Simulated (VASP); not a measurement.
# Lu (Fm-3m) in VASP: notebook

Runs on Lu. Level: r2SCAN. Tasks: relaxation of cell and atoms.

All numbers are computed with VASP 6.6.1; they aren't measurements. Logs are shortened: lines on timing, memory, paths and dates and some standing lists are left out, and cuts for length are marked.

## 1. The cell of the first run

It takes space group Fm-3m (No. 225, cubic). Conventional cell: a = 4.900 Å, b = 4.900 Å, c = 4.900 Å, α = 90.00°, β = 90.00°, γ = 90.00°. Within 4.6 Å of Lu (site symmetry m-3m) lie 12 Lu at 3.46 Å.

This isn't the form of Lu at room conditions, which is hcp.

## 2. Relaxation of cell and atoms, r2SCAN, target pressure 10 GPa, at which the enthalpy is minimised

POSCAR

```
Lu
1.0
    0.0000000000      2.4500000000      2.4500000000
    2.4500000000      0.0000000000      2.4500000000
    2.4500000000      2.4500000000      0.0000000000
Lu
1
Direct
    0.0000000000      0.0000000000      0.0000000000
```

INCAR.step1

```
ALGO = Normal
EDIFF = 1E-5
EDIFFG = -0.005
ENCUT = 660
GGA = PE
GGA_COMPAT = F
IBRION = 2
ISIF = 3
ISMEAR = 1
LASPH = T
LCHARG = F
LREAL = F
LWAVE = T
NELM = 120
NELMIN = 4
NSW = 100
PREC = Accurate
SIGMA = 0.05
```

INCAR.step2

```
ALGO = Normal
EDIFF = 1E-7
EDIFFG = -0.02
ENCUT = 660
GGA_COMPAT = F
IBRION = 2
ISIF = 3
ISMEAR = 1
ISTART = 1
LASPH = T
LCHARG = F
LMIXTAU = T
LREAL = F
LWAVE = F
METAGGA = R2SCAN
NELM = 120
NELMIN = 4
NSW = 80
PREC = Accurate
PSTRESS = 100.0
SIGMA = 0.05
```

KPOINTS

```
k-points
0
Gamma
  8 8 8
```

Potentials or basis: VASP PAW PBE potentials, release 64 (Lu).

Launch:

```
$ cat potpaw_PBE.64/Lu/POTCAR > POTCAR
$ cp INCAR.step1 INCAR
$ mpirun -np 1 vasp_std > vasp.out
$ cp INCAR.step2 INCAR
$ mpirun -np 1 vasp_std > vasp.out
```

OUTCAR:

```text
EDIFF = 1E-7
   EDIFFG = -0.02
   ENCUT = 660
   IBRION = 2
   ISIF = 3
   ISMEAR = 1
   ISTART = 1
   LASPH = T
   LREAL = F
   METAGGA = R2SCAN
   NELM = 120
   NELMIN = 4
   NSW = 80
   PREC = Accurate
   PSTRESS = 100.0

 ion  position               nearest neighbor table
   1  0.000  0.000  0.000-

  LATTYP: Found a face centered cubic cell.
 ALAT       =     4.9000000000

  Lattice vectors:

 A1 = (   0.0000000000,   2.4500000000,   2.4500000000)
 A2 = (   2.4500000000,   0.0000000000,   2.4500000000)
 A3 = (   2.4500000000,   2.4500000000,   0.0000000000)

Analysis of symmetry for initial positions (statically):
=====================================================================
 Subroutine PRICEL returns:
 Original cell was already a primitive cell.

 Routine SETGRP: Setting up the symmetry group for a
 face centered cubic supercell.

 Subroutine GETGRP returns: Found 48 space group operations
 (whereof 48 operations were pure point group operations)
 out of a pool of 48 trial point group operations.

The static configuration has the point symmetry O_h .

Analysis of symmetry for dynamics (positions and initial velocities):
=====================================================================
 Subroutine PRICEL returns:
 Original cell was already a primitive cell.

 Routine SETGRP: Setting up the symmetry group for a
 face centered cubic supercell.

 Subroutine GETGRP returns: Found 48 space group operations
 (whereof 48 operations were pure point group operations)
 out of a pool of 48 trial point group operations.

The dynamic configuration has the point symmetry O_h .

 Subroutine INISYM returns: Found 48 space group operations
 (whereof 48 operations are pure point group operations),
 and found     1 'primitive' translations

----------------------------------------------------------------------------------------

                                     Primitive cell

  volume of cell :      29.4123

  direct lattice vectors                    reciprocal lattice vectors
     0.000000000  2.450000000  2.450000000    -0.204081633  0.204081633  0.204081633
     2.450000000  0.000000000  2.450000000     0.204081633 -0.204081633  0.204081633
     2.450000000  2.450000000  0.000000000     0.204081633  0.204081633 -0.204081633

  length of vectors
     3.464823228  3.464823228  3.464823228     0.353479757  0.353479757  0.353479757

  position of ions in fractional coordinates (direct lattice)
     0.000000000  0.000000000  0.000000000

  ion indices of the primitive-cell ions
   primitive index   ion index
                 1           1

----------------------------------------------------------------------------------------

 KPOINTS: k-points

Automatic generation of k-mesh.
 Grid dimensions read from file:
 generate k-points for:    8    8    8

 Generating k-lattice:

  Cartesian coordinates                     Fractional coordinates (reciprocal lattice)
    -0.025510204  0.025510204  0.025510204     0.125000000  0.000000000  0.000000000
     0.025510204 -0.025510204  0.025510204     0.000000000  0.125000000  0.000000000
     0.025510204  0.025510204 -0.025510204     0.000000000  0.000000000  0.125000000

  Length of vectors
     0.044184970  0.044184970  0.044184970

  Shift w.r.t. Gamma in fractional coordinates (k-lattice)
     0.000000000  0.000000000  0.000000000

 Subroutine IBZKPT returns following result:
 ===========================================

 Found     29 irreducible k-points:

 Following reciprocal coordinates:
            Coordinates               Weight
  0.000000  0.000000  0.000000      1.000000
  0.125000  0.000000  0.000000      8.000000
  0.250000  0.000000  0.000000      8.000000
  0.375000  0.000000  0.000000      8.000000
  0.500000  0.000000  0.000000      4.000000
  0.125000  0.125000  0.000000      6.000000
[... 16 lines left out ...]
  0.500000  0.250000  0.125000     48.000000
 -0.375000  0.250000  0.125000     24.000000
 [... further k-points ...]
   k-points           NKPTS =     29   k-points in BZ     NKDIM =     29   number of bands    NBANDS=     16
   number of dos      NEDOS =    301   number of ions     NIONS =      1
   total plane-waves  NPLWV =  27000
   dimension x,y,z NGX =    30 NGY =   30 NGZ =   30
   dimension x,y,z NGXF=    60 NGYF=   60 NGZF=   60
   ions per type =               1
   NGX,Y,Z   is equivalent  to a cutoff of  14.39, 14.39, 14.39 a.u.
   NGXF,Y,Z  is equivalent  to a cutoff of  28.79, 28.79, 28.79 a.u.
 SYSTEM =  unknown system
   PREC   = accura    normal or accurate (medium, high low for compatibility)
   ISTART =      1    job   : 0-new  1-cont  2-samecut
   ICHARG =      0    charge: 1-file 2-atom 10-const
   ISPIN  =      1    spin polarized calculation?
   LNONCOLLINEAR =      F non collinear calculations
   LSORBIT =      F    spin-orbit coupling
   LASPH  =      T    aspherical Exc in radial PAW
   ENCUT  =  660.0 eV  48.51 Ry    6.96 a.u.   7.26  7.26  7.26*2*pi/ulx,y,z
   NELM   =    120;   NELMIN=  4; NELMDL=  0     # of ELM steps
   EDIFF  = 0.1E-06   stopping-criterion for ELM
   LREAL  =      F    real-space projection
   EDIFFG = -.2E-01   stopping-criterion for IOM
   NSW    =     80    number of steps for IOM
   IBRION =      2    ionic relax: 0-MD 1-quasi-New 2-CG
   NFREE  =      1    steps in history (QN), initial steepest desc. (CG)
   ISIF   =      3    stress and relaxation
   ISYM   =      2    0-nonsym 1-usesym 2-fastsym
   POTIM  = 0.5000    time-step for ionic-motion
   TEBEG  =    0.0;   TEEND  =   0.0 temperature during run
   PSTRESS=  100.0 pullay stress
   NELECT =      25.0000    total number of electrons
   NUPDOWN=      -1.0000    fix difference up-down
   EMIN   =  10.00;   EMAX   =-10.00  energy-range for DOS
   EFERMI =   0.00;   METHOD = LEGACY
   ISMEAR =     1;   SIGMA  =   0.05  broadening in eV -4-tet -1-fermi 0-gaus
   EFERMI_NEDOS =   21; number of points for ismear=-14 and -15
   IALGO  =     38    algorithm
   IMIX   =      4    mixing-type and parameters
     AMIX     =   0.40;   BMIX     =  1.00
     AMIX_MAG =   1.60;   BMIX_MAG =  1.00
  volume/ion in A,a.u.               =      29.41       198.48
  Fermi-wavevector in a.u.,A,eV,Ry     =   1.550763  2.930517 32.720185  2.404866
  Thomas-Fermi vector in A             =   2.655380
   LORBIT       =      0    0 simple, 1 ext, 2 COOP (PROOUT), +10 PAW based schemes
   METAGGA = R2SCAN    functional components
   LHFCALC =     F    Hartree Fock is set to
   AEXX    =    0.0000 exact exchange contribution
   IVDW    =     0    specifies the selected vdW correction
   LEPSILON=     F    determine dielectric tensor
   LRPA    =     F    only Hartree local field effects (RPA)
 conjugate gradient relaxation of ions
 non-spin polarized calculation
 Methfessel and Paxton  Order N= 1 SIGMA  =   0.05
  energy-cutoff  :      660.00
  volume of cell :       29.41
 maximum number of plane-waves:      1158
 NGX is ok and might be reduce to    30
   NGX = 15   NGY = 15   NGZ = 15

--------------------------------------- Ionic step        1  -------------------------------------------

 number of electron      24.9999998 magnetization

 Free energy of the ion-electron system (eV)
  ---------------------------------------------------
  ext. energy  EPLUGINS =         0.00000000
  ---------------------------------------------------
  free energy    TOTEN  =       -37.99627683 eV

  energy without entropy =      -37.99691536  energy(sigma->0) =      -37.99648967

 E-fermi :   2.2146     XC(G=0): -11.5586

 val. band max:        2.1422442248   @ k =  -0.2500   0.3750   0.1250
 cond. band min:       2.2231831363   @ k =   0.3750   0.2500   0.0000
 fundamental gap:      0.0809389115
 Fermi energy:         2.2145634176

 k-point     1 :       0.0000    0.0000    0.0000
  band No.  band energies     occupation
      1     -55.7721      2.00000
      2     -25.5369      2.00000
      3     -25.5369      2.00000
      4     -25.5369      2.00000
      5      -4.1569      2.00000
      6      -3.0638      2.00000
[... 8 lines left out ...]
     15       4.6897      0.00000
     16       7.1624      0.00000

 k-point     2 :       0.1250    0.0000    0.0000
  band No.  band energies     occupation
      1     -55.7676      2.00000
      2     -25.6120      2.00000
      3     -25.5466      2.00000
      4     -25.5466      2.00000
      5      -3.7171      2.00000
      6      -3.0555      2.00000
[... 8 lines left out ...]
     15       4.8827      0.00000
     16       6.9503      0.00000
[... 505 lines left out ...]
 VOLUME and BASIS-vectors are now :
 -----------------------------------------------------------------------------
  energy-cutoff  :      660.00
  volume of cell :       24.39
      direct lattice vectors                 reciprocal lattice vectors
     0.000000000  2.301865954  2.301865954    -0.217215081  0.217215081  0.217215081
     2.301865954  0.000000000  2.301865954     0.217215081 -0.217215081  0.217215081
     2.301865954  2.301865954  0.000000000     0.217215081  0.217215081 -0.217215081

 POSITION                                       TOTAL-FORCE (eV/Angst)
 -----------------------------------------------------------------------------------
      0.00000      0.00000      0.00000         0.000000      0.000000     -0.000000
 -----------------------------------------------------------------------------------
    total drift:                               -0.000000     -0.000000      0.000000

  FREE ENERGIE OF THE ION-ELECTRON SYSTEM (eV)
  ---------------------------------------------------
  free  energy   TOTEN  =       -37.8702297865 eV

  energy  without entropy=      -37.8696423277  energy(sigma->0) =      -37.87003397

  enthalpy is  TOTEN    =       -36.3477220723 eV   P V=        1.5225077142

--------------------------------------- Ionic step        4  -------------------------------------------

 number of electron      25.0000006 magnetization

 Free energy of the ion-electron system (eV)
  ---------------------------------------------------
  ext. energy  EPLUGINS =         0.00000000
  ---------------------------------------------------
  free energy    TOTEN  =       -37.86427308 eV

  energy without entropy =      -37.86368562  energy(sigma->0) =      -37.86407726

 E-fermi :   3.0224     XC(G=0): -12.6117

 val. band max:        2.7533550347   @ k =  -0.2500   0.3750   0.1250
 cond. band min:       3.0459872947   @ k =   0.5000   0.2500   0.1250
 fundamental gap:      0.2926322600
 Fermi energy:         3.0224017739

 k-point     1 :       0.0000    0.0000    0.0000
  band No.  band energies     occupation
      1     -54.5775      2.00000
      2     -24.1906      2.00000
      3     -24.1906      2.00000
      4     -24.1906      2.00000
      5      -3.8232      2.00000
      6      -2.0136      2.00000
[... 8 lines left out ...]
     15       5.6674      0.00000
     16       8.7216      0.00000

 k-point     2 :       0.1250    0.0000    0.0000
  band No.  band energies     occupation
      1     -54.5669      2.00000
      2     -24.3351      2.00000
      3     -24.2080      2.00000
      4     -24.2080      2.00000
      5      -3.2810      2.00000
      6      -2.0012      2.00000
[... 8 lines left out ...]
     15       5.9073      0.00000
     16       8.4390      0.00000
[... 431 lines left out ...]
 VOLUME and BASIS-vectors are now :
 -----------------------------------------------------------------------------
  energy-cutoff  :      660.00
  volume of cell :       24.30
      direct lattice vectors                 reciprocal lattice vectors
     0.000000000  2.298903272  2.298903272    -0.217495014  0.217495014  0.217495014
     2.298903272  0.000000000  2.298903272     0.217495014 -0.217495014  0.217495014
     2.298903272  2.298903272  0.000000000     0.217495014  0.217495014 -0.217495014

 POSITION                                       TOTAL-FORCE (eV/Angst)
 -----------------------------------------------------------------------------------
      0.00000      2.29890      2.29890         0.000000     -0.000000     -0.000000
 -----------------------------------------------------------------------------------
    total drift:                                0.000000      0.000000      0.000000

  FREE ENERGIE OF THE ION-ELECTRON SYSTEM (eV)
  ---------------------------------------------------
  free  energy   TOTEN  =       -37.8642730769 eV

  energy  without entropy=      -37.8636856181  energy(sigma->0) =      -37.86407726

  enthalpy is  TOTEN    =       -36.3476365601 eV   P V=        1.5166365168

 reached required accuracy - stopping structural energy minimisation
```

It used 750 s of CPU time on 1 thread of Intel(R) Xeon(R) Platinum 8488C (Sapphire Rapids), on a shared host.

What came out:

```
Free energy                                                : -37.8643 eV
Relaxed volume                                             : 24.30 Å³/atom
Relaxed cell                                               : a = 3.251 Å, b = 3.251 Å, c = 3.251 Å, α = 60.00°, β = 60.00°, γ = 60.00°
Space group after relaxing (to 0.1 Å)                      : Fm-3m (No. 225)
Energy change on relaxing (the run minimises the enthalpy) : +132.0 meV/atom
Ionic steps                                                : 4
Pressure after relaxing                                    : 10.1 GPa
Band gap on the k mesh                                     : zero (an odd number of electrons rules out a gap without spin polarisation)
```

The path:
```tsv
step	energy change (eV)	largest force (eV/Å)	pressure (GPa)	volume (Å³)
1	0.0000	0.0000	-0.22	29.41
2	0.3262	0.0000	18.64	22.13
3	0.1260	0.0000	9.78	24.39
4	0.1320	0.0000	10.09	24.30
```

Final structure:
```
Lu
1.0
     0.00000    2.29890    2.29890
     2.29890    0.00000    2.29890
     2.29890    2.29890    0.00000
Lu
1
Direct
  0.00000 0.00000 0.00000
```

Caveat: the cell is relaxed towards a set pressure, so the run minimises the enthalpy, not the energy; the volume moved by over 15 % at a fixed basis, so the end points are rough; the PAW data sets were made with another functional, which shifts forces and pressure a little; spin-orbit coupling is left out, which moves the levels of the heavy elements.

## 3. Relaxation of cell and atoms, r2SCAN, target pressure 20 GPa, at which the enthalpy is minimised

POSCAR is that of step 2.

INCAR.step1

```
ALGO = Normal ; EDIFF = 1E-5
EDIFFG = -0.005 ; ENCUT = 660
GGA = PE ; GGA_COMPAT = False
IBRION = 2 ; ISIF = 3
ISMEAR = 1 ; LASPH = True
LCHARG = False ; LREAL = False
LWAVE = True ; NELM = 120
NELMIN = 4 ; NSW = 100
PREC = Accurate ; SIGMA = 0.05
```

INCAR.step2

```
ALGO = Normal ; EDIFF = 1E-7
EDIFFG = -0.02 ; ENCUT = 660
GGA_COMPAT = False ; IBRION = 2
ISIF = 3 ; ISMEAR = 1
ISTART = 1 ; LASPH = True
LCHARG = False ; LMIXTAU = True
LREAL = False ; LWAVE = False
METAGGA = R2SCAN ; NELM = 120
NELMIN = 4 ; NSW = 80
PREC = Accurate ; PSTRESS = 200.0
SIGMA = 0.05
```

KPOINTS is that of step 2.

Potentials or basis: VASP PAW PBE potentials, release 64 (Lu).

Launch:

```
$ cat potpaw_PBE.64/Lu/POTCAR > POTCAR
$ cp INCAR.step1 INCAR
$ mpirun -np 1 vasp_std > vasp.out
$ cp INCAR.step2 INCAR
$ mpirun -np 1 vasp_std > vasp.out
```

Wall time 17 min (1 thread of Intel Xeon Platinum 8488C (Sapphire Rapids), shared host); peak memory 0.22 GiB.

The run converged. Its results:

* Free energy: -37.6349 eV
* Relaxed volume: 21.84 Å³/atom
* Relaxed cell: a = 3.138 Å, b = 3.138 Å, c = 3.138 Å, α = 60.00°, β = 60.00°, γ = 60.00°
* Space group after relaxing (to 0.1 Å): Fm-3m (No. 225)
* Energy change on relaxing (the run minimises the enthalpy): +361.4 meV/atom
* Ionic steps: 8
* Pressure after relaxing: 20.0 GPa
* Band gap on the k mesh: zero (an odd number of electrons rules out a gap without spin polarisation)

The path:
```tsv
step	energy change (eV)	largest force (eV/Å)	pressure (GPa)	volume (Å³)
1	0.0000	0.0000	-0.22	29.41
2	1.7392	0.0000	65.92	16.27
3	0.3110	0.0000	18.03	22.26
4	0.3545	0.0000	19.74	21.90
5	0.3716	0.0000	20.39	21.76
6	0.3525	0.0000	19.66	21.91
7	0.3563	0.0000	19.81	21.88
8	0.3614	0.0000	20.00	21.84
```

Final structure:
```yaml
crystal:
  lattice:
    - [0.00000, 2.21861, 2.21861]
    - [2.21861, 0.00000, 2.21861]
    - [2.21861, 2.21861, 0.00000]
  atoms:
    - { symbol: Lu, position: [0.00000, 0.00000, 0.00000] }
```

Levels at points of the mesh, in eV from the Fermi level:
| k point | band 8 | band 9 | band 10 | band 11 | band 12 | band 13 | band 14 | band 15 | band 16 |
| --- | --- | --- | --- | --- | --- | --- | --- | --- | --- |
| (0.00, 0.00, 0.00) | -4.86 | -4.86 | -4.71 | -4.71 | -4.71 | 2.71 | 2.71 | 2.71 | 6.13 |
| (0.50, 0.00, 0.00) | -4.79 | -4.74 | -4.74 | -4.70 | -3.18 | 1.30 | 2.36 | 2.36 | 8.61 |
| (0.50, 0.50, 0.00) | -4.81 | -4.76 | -4.76 | -4.76 | -3.07 | -1.63 | 3.62 | 8.68 | 9.36 |

Caveat: the cell is relaxed towards a set pressure, so the run minimises the enthalpy, not the energy; the volume moved by over 15 % at a fixed basis, so the end points are rough; the PAW data sets were made with another functional, which shifts forces and pressure a little; spin-orbit coupling is left out, which moves the levels of the heavy elements.

The gap in the log of VASP goes by the Fermi energy; the results here count the filled bands.